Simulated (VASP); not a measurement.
# FeRu (P-6m2) in VASP: single point with LDA

Aim: the single point of FeRu with LDA.

All numbers are computed with VASP 6.6.1; they aren't measurements. Logs are shortened: lines on timing, memory, paths and dates and some standing lists are left out, and cuts for length are marked.

**1. The cell of the first run**

The structure is hexagonal, space group P-6m2 (No. 187). Conventional cell: a = 2.643 Å, b = 2.643 Å, c = 4.070 Å, α = 90.00°, β = 90.00°, γ = 120.00°. Fe (site symmetry -6m2) has 6 Ru at 2.54 Å and 6 Fe at 2.64 Å within 3.4 Å. Ru (site symmetry -6m2) has 6 Fe at 2.54 Å and 6 Ru at 2.64 Å within 3.4 Å.

**2. Single point, LDA, collinear spin, ferromagnetic start**

Contents of INCAR:

```
SYSTEM = FeRu
PREC = Accurate
ENCUT = 690
EDIFF = 1E-6
ISMEAR = -1
SIGMA = 0.05
LREAL = .False.
LASPH = .True.
NELM = 200
ALGO = Normal
ISIF = 2
LWAVE = .False.
LCHARG = .True.
ISPIN = 2
MAGMOM = 3 1.5
LORBIT = 11
LMAXMIX = 4
LELF = .True.
LVHAR = .True.
NBANDS = 27
GGA_COMPAT = .False.
```

Contents of KPOINTS:

```
Automatic mesh
0
Gamma
  12 12 7
  0 0 0
```

Contents of POSCAR:

```
FeRu
1.0
    2.6428014205      0.0000000000      0.0000000000
   -1.3214007102      2.2887331673      0.0000000000
    0.0000000000      0.0000000000      4.0702270000
Fe Ru
1 1
Direct
    0.0000000000      0.0000000000      0.5000000000
    0.6666666667      0.3333333333      0.0000000000
```

Potentials or basis: VASP PAW LDA potentials, release 64 (Fe_sv, Ru_sv).

On the command line:

```bash
$ cat potpaw_LDA.64/Fe_sv/POTCAR potpaw_LDA.64/Ru_sv/POTCAR > POTCAR
$ mpirun -np 1 vasp_std > vasp.out
```

OUTCAR:

```text
SYSTEM = FeRu
   PREC = Accurate
   ENCUT = 690
   EDIFF = 1E-6
   ISMEAR = -1
   LREAL = .False.
   LASPH = .True.
   NELM = 200
   ISIF = 2
   ISPIN = 2
   LORBIT = 11

 ion  position               nearest neighbor table
   1  0.000  0.000  0.500-   2 2.54   2 2.54   2 2.54   2 2.54   2 2.54   2 2.54
   2  0.667  0.333  0.000-   1 2.54   1 2.54   1 2.54   1 2.54   1 2.54   1 2.54

  LATTYP: Found a hexagonal cell.
 ALAT       =     2.6428014205
 C/A-ratio  =     1.5401183640

  Lattice vectors:

 A1 = (   2.6428014205,   0.0000000000,   0.0000000000)
 A2 = (  -1.3214007102,   2.2887331673,   0.0000000000)
 A3 = (   0.0000000000,   0.0000000000,   4.0702270000)

Analysis of symmetry for initial positions (statically):
=====================================================================
 Subroutine PRICEL returns:
 Original cell was already a primitive cell.

 Routine SETGRP: Setting up the symmetry group for a
 hexagonal supercell.

 Subroutine GETGRP returns: Found 12 space group operations
 (whereof 12 operations were pure point group operations)
 out of a pool of 24 trial point group operations.

The static configuration has the point symmetry D_3h.

Analysis of symmetry for dynamics (positions and initial velocities):
=====================================================================
 Subroutine PRICEL returns:
 Original cell was already a primitive cell.

 Routine SETGRP: Setting up the symmetry group for a
 hexagonal supercell.

 Subroutine GETGRP returns: Found 12 space group operations
 (whereof 12 operations were pure point group operations)
 out of a pool of 24 trial point group operations.

The dynamic configuration has the point symmetry D_3h.

Analysis of structural, dynamic, and magnetic symmetry:
=====================================================================
 Subroutine PRICEL returns:
 Original cell was already a primitive cell.

 Routine SETGRP: Setting up the symmetry group for a
 hexagonal supercell.

 Subroutine GETGRP returns: Found 12 space group operations
 (whereof 12 operations were pure point group operations)
 out of a pool of 24 trial point group operations.

The overall configuration has the point symmetry D_3h.

 Subroutine INISYM returns: Found 12 space group operations
 (whereof 12 operations are pure point group operations),
 and found     1 'primitive' translations

----------------------------------------------------------------------------------------

                                     Primitive cell

  volume of cell :      24.6194

  direct lattice vectors                    reciprocal lattice vectors
     2.642801421  0.000000000  0.000000000     0.378386356  0.218461465  0.000000000
    -1.321400710  2.288733167  0.000000000     0.000000000  0.436922929  0.000000000
     0.000000000  0.000000000  4.070227000     0.000000000  0.000000000  0.245686543

  length of vectors
     2.642801421  2.642801420  4.070227000     0.436922929  0.436922929  0.245686543

  position of ions in fractional coordinates (direct lattice)
     0.000000000  0.000000000  0.500000000
     0.666666667  0.333333333  0.000000000

  ion indices of the primitive-cell ions
   primitive index   ion index
                 1           1
                 2           2

----------------------------------------------------------------------------------------

 KPOINTS: Automatic mesh

Automatic generation of k-mesh.
 Grid dimensions read from file:
 generate k-points for:   12   12    7

 Generating k-lattice:

  Cartesian coordinates                     Fractional coordinates (reciprocal lattice)
     0.031532196  0.018205122  0.000000000     0.083333333  0.000000000  0.000000000
     0.000000000  0.036410244  0.000000000     0.000000000  0.083333333  0.000000000
     0.000000000  0.000000000  0.035098078     0.000000000  0.000000000  0.142857143

  Length of vectors
     0.036410244  0.036410244  0.035098078

  Shift w.r.t. Gamma in fractional coordinates (k-lattice)
     0.000000000  0.000000000  0.000000000

 Subroutine IBZKPT returns following result:
 ===========================================

 Found     76 irreducible k-points:

 Following reciprocal coordinates:
            Coordinates               Weight
  0.000000  0.000000  0.000000      1.000000
  0.083333 -0.000000  0.000000      6.000000
  0.166667 -0.000000  0.000000      6.000000
  0.250000 -0.000000  0.000000      6.000000
  0.333333 -0.000000  0.000000      6.000000
  0.416667 -0.000000  0.000000      6.000000
[... 16 lines left out ...]
  0.250000 -0.000000  0.142857     12.000000
  0.333333 -0.000000  0.142857     12.000000
 [... further k-points ...]
   k-points           NKPTS =     76   k-points in BZ     NKDIM =     76   number of bands    NBANDS=     27
   number of dos      NEDOS =    301   number of ions     NIONS =      2
   total plane-waves  NPLWV =  20736
   dimension x,y,z NGX =    24 NGY =   24 NGZ =   36
   dimension x,y,z NGXF=    48 NGYF=   48 NGZF=   72
   ions per type =               1   1
   NGX,Y,Z   is equivalent  to a cutoff of  15.10, 15.10, 14.70 a.u.
   NGXF,Y,Z  is equivalent  to a cutoff of  30.19, 30.19, 29.41 a.u.
 SYSTEM =  FeRu
   PREC   = accura    normal or accurate (medium, high low for compatibility)
   ISTART =      0    job   : 0-new  1-cont  2-samecut
   ICHARG =      2    charge: 1-file 2-atom 10-const
   ISPIN  =      2    spin polarized calculation?
   LNONCOLLINEAR =      F non collinear calculations
   LSORBIT =      F    spin-orbit coupling
   LASPH  =      T    aspherical Exc in radial PAW
   ENCUT  =  690.0 eV  50.71 Ry    7.12 a.u.   5.66  5.66  8.72*2*pi/ulx,y,z
   NELM   =    200;   NELMIN=  2; NELMDL= -5     # of ELM steps
   EDIFF  = 0.1E-05   stopping-criterion for ELM
   LREAL  =      F    real-space projection
   EDIFFG = 0.1E-04   stopping-criterion for IOM
   NSW    =      0    number of steps for IOM
   IBRION =     -1    ionic relax: 0-MD 1-quasi-New 2-CG
   NFREE  =      0    steps in history (QN), initial steepest desc. (CG)
   ISIF   =      2    stress and relaxation
   ISYM   =      2    0-nonsym 1-usesym 2-fastsym
   POTIM  = 0.5000    time-step for ionic-motion
   TEBEG  =    0.0;   TEEND  =   0.0 temperature during run
   PSTRESS=    0.0 pullay stress
   NELECT =      32.0000    total number of electrons
   NUPDOWN=      -1.0000    fix difference up-down
   EMIN   =  10.00;   EMAX   =-10.00  energy-range for DOS
   EFERMI =   0.00;   METHOD = LEGACY
   ISMEAR =    -1;   SIGMA  =   0.05  broadening in eV -4-tet -1-fermi 0-gaus
   EFERMI_NEDOS =   21; number of points for ismear=-14 and -15
   IALGO  =     38    algorithm
   IMIX   =      4    mixing-type and parameters
     AMIX     =   0.40;   BMIX     =  1.00
     AMIX_MAG =   1.60;   BMIX_MAG =  1.00
  volume/ion in A,a.u.               =      12.31        83.07
  Fermi-wavevector in a.u.,A,eV,Ry     =   1.786619  3.376221 43.429918  3.192009
  Thomas-Fermi vector in A             =   2.850164
   LORBIT       =     11    0 simple, 1 ext, 2 COOP (PROOUT), +10 PAW based schemes
   GGA     = CA    functional components
   LHFCALC =     F    Hartree Fock is set to
   AEXX    =    0.0000 exact exchange contribution
   IVDW    =     0    specifies the selected vdW correction
   LEPSILON=     F    determine dielectric tensor
   LRPA    =     F    only Hartree local field effects (RPA)
 spin polarized calculation
  energy-cutoff  :      690.00
  volume of cell :       24.62
 maximum number of plane-waves:      1031
 NGX is ok and might be reduce to    24
   NGX = 11   NGY = 11   NGZ = 17

 number of electron      31.9999993 magnetization       0.0012419

 Free energy of the ion-electron system (eV)
  ---------------------------------------------------
  ext. energy  EPLUGINS =         0.00000000
  ---------------------------------------------------
  free energy    TOTEN  =       -19.91838285 eV

  energy without entropy =      -19.90016123  energy(sigma->0) =      -19.90927204

 E-fermi :  13.6882     XC(G=0): -14.4149

 val. band max:       13.6851182619   @ k =   0.1667   0.0833   0.2857
 cond. band min:      13.6917713263   @ k =   0.3333   0.0833   0.2857
 fundamental gap:      0.0066530644
 Fermi energy:        13.6882305568

 spin component 1

 k-point     1 :       0.0000    0.0000    0.0000
  band No.  band energies     occupation
      1     -72.3681      1.00000
      2     -58.9658      1.00000
      3     -39.0470      1.00000
      4     -38.8122      1.00000
      5     -38.8122      1.00000
      6     -29.1500      1.00000
[... 19 lines left out ...]
     26      36.0576      0.00000
     27      38.0587      0.00000

 k-point     2 :       0.0833   -0.0000    0.0000
  band No.  band energies     occupation
      1     -72.3661      1.00000
      2     -58.9563      1.00000
      3     -39.0446      1.00000
      4     -38.8263      1.00000
      5     -38.8156      1.00000
      6     -29.1420      1.00000
[... 19 lines left out ...]
     26      36.2709      0.00000
     27      36.4474      0.00000

 k-point     3 :       0.1667   -0.0000    0.0000
  band No.  band energies     occupation
      1     -72.3607      1.00000
      2     -58.9301      1.00000
      3     -39.0378      1.00000
      4     -38.8645      1.00000
      5     -38.8250      1.00000
      6     -29.1202      1.00000
[... 594 lines left out ...]
      1     -72.3533      1.00000
      2     -58.8943      1.00000
      3     -39.0272      1.00000
      4     -38.9166      1.00000
      5     -38.8377      1.00000
      6     -29.1401      1.00000
[... 19 lines left out ...]
     26      35.2650      0.00000
     27      37.7633      0.00000

 k-point    24 :       0.3333   -0.0000    0.1429
  band No.  band energies     occupation
      1     -72.3459      1.00000
      2     -58.8581      1.00000
      3     -39.0185      1.00000
      4     -38.9683      1.00000
      5     -38.8504      1.00000
      6     -29.3716      1.00000
[... 19 lines left out ...]
     26      35.1506      0.00000
     27      36.1034      0.00000

 [... further k-points ...]

 spin component 2

 k-point     1 :       0.0000    0.0000    0.0000
  band No.  band energies     occupation
      1     -72.3664      1.00000
      2     -58.9660      1.00000
      3     -39.0456      1.00000
      4     -38.8105      1.00000
      5     -38.8105      1.00000
      6     -29.1502      1.00000
[... 19 lines left out ...]
     26      36.0579      0.00000
     27      38.0588      0.00000

 k-point     2 :       0.0833   -0.0000    0.0000
  band No.  band energies     occupation
      1     -72.3645      1.00000
      2     -58.9564      1.00000
      3     -39.0432      1.00000
      4     -38.8246      1.00000
      5     -38.8139      1.00000
      6     -29.1422      1.00000
[... 19 lines left out ...]
     26      36.2709      0.00000
     27      36.4476      0.00000

 k-point     3 :       0.1667   -0.0000    0.0000
  band No.  band energies     occupation
      1     -72.3591      1.00000
      2     -58.9303      1.00000
      3     -39.0364      1.00000
      4     -38.8628      1.00000
      5     -38.8233      1.00000
      6     -29.1204      1.00000
[... 594 lines left out ...]
      1     -72.3517      1.00000
      2     -58.8945      1.00000
      3     -39.0258      1.00000
      4     -38.9150      1.00000
      5     -38.8361      1.00000
      6     -29.1403      1.00000
[... 19 lines left out ...]
     26      35.2650      0.00000
     27      37.7635      0.00000

 k-point    24 :       0.3333   -0.0000    0.1429
  band No.  band energies     occupation
      1     -72.3443      1.00000
      2     -58.8583      1.00000
      3     -39.0171      1.00000
      4     -38.9666      1.00000
      5     -38.8488      1.00000
      6     -29.3717      1.00000
[... 19 lines left out ...]
     26      35.1506      0.00000
     27      36.1036      0.00000

 [... further k-points ...]

------------------------ aborting loop because EDIFF is reached ----------------------------------------

  FORCE on cell =-STRESS in cart. coord.  units (eV):
  Direction    XX          YY          ZZ          XY          YZ          ZX
  --------------------------------------------------------------------------------------
  -------------------------------------------------------------------------------------
  Total       -3.1651326     -3.1651326     -3.0764776     -0.0000000      0.0000000      0.0000000
  in kB     -205.9795761   -205.9795761   -200.2101113     -0.0000000      0.0000000      0.0000000
  external PRESSURE =    -204.0564212 kB  Pullay stress =       0.0000000 kB

 VOLUME and BASIS-vectors are now :
 -----------------------------------------------------------------------------
  energy-cutoff  :      690.00
  volume of cell :       24.62
      direct lattice vectors                 reciprocal lattice vectors
     2.642801421  0.000000000  0.000000000     0.378386356  0.218461465  0.000000000
    -1.321400710  2.288733167  0.000000000     0.000000000  0.436922929  0.000000000
     0.000000000  0.000000000  4.070227000     0.000000000  0.000000000  0.245686543

 POSITION                                       TOTAL-FORCE (eV/Angst)
 -----------------------------------------------------------------------------------
      0.00000      0.00000      2.03511         0.000000     -0.000000      0.000000
      1.32140      0.76291      0.00000        -0.000000      0.000000      0.000000
 -----------------------------------------------------------------------------------
    total drift:                               -0.000000      0.000000      0.000000

  FREE ENERGIE OF THE ION-ELECTRON SYSTEM (eV)
  ---------------------------------------------------
  free  energy   TOTEN  =       -19.9183828530 eV

  energy  without entropy=      -19.9001612303  energy(sigma->0) =      -19.90927204

 total charge

# of ion       s       p       d       tot
------------------------------------------
    1        2.183   6.033   5.541  13.757
    2        2.239   6.115   5.302  13.656
--------------------------------------------------
tot          4.422  12.148  10.843  27.413

 magnetization (x)

# of ion       s       p       d       tot
------------------------------------------
    1        0.000   0.000   0.001   0.001
    2       -0.000  -0.000  -0.000  -0.000
--------------------------------------------------
tot         -0.000  -0.000   0.001   0.001
```

It took 72 s on 1 thread of Intel Xeon 6975P-C (Granite Rapids), shared host; peak memory 0.23 GiB.

What came out:

| Quantity | Value |
| --- | --- |
| Free energy | -19.9184 eV |
| Pressure | -20.4 GPa |
| Band gap on the k mesh | zero (filled and empty bands overlap) |
| Net moment | 0.00 μB per cell |
| Valence electrons inside the program's atomic spheres | Fe 13.76; Ru 13.66 |

Levels at points of the mesh, in eV from the Fermi level:
Spin up:
| k point | band 14 | band 15 | band 16 | band 17 | band 18 | band 19 |
| --- | --- | --- | --- | --- | --- | --- |
| (0.00, 0.00, 0.00) | -1.15 | -1.15 | -1.13 | -1.13 | 1.01 | 1.01 |
| (0.50, 0.00, 0.00) | -1.43 | -1.00 | 0.55 | 1.47 | 2.02 | 2.88 |
Spin down:
| k point | band 12 | band 13 | band 14 | band 15 | band 16 | band 17 | band 18 | band 19 | band 20 | band 21 |
| --- | --- | --- | --- | --- | --- | --- | --- | --- | --- | --- |
| (0.00, 0.00, 0.00) | -2.41 | -1.51 | -1.15 | -1.15 | -1.13 | -1.13 | 1.01 | 1.01 | 1.22 | 9.68 |
| (0.50, 0.00, 0.00) | -2.44 | -1.95 | -1.43 | -1.00 | 0.55 | 1.47 | 2.02 | 2.88 | 5.67 | 10.77 |

Caveat: the cell stands under tension; the moments typed at the start vanished in this run.
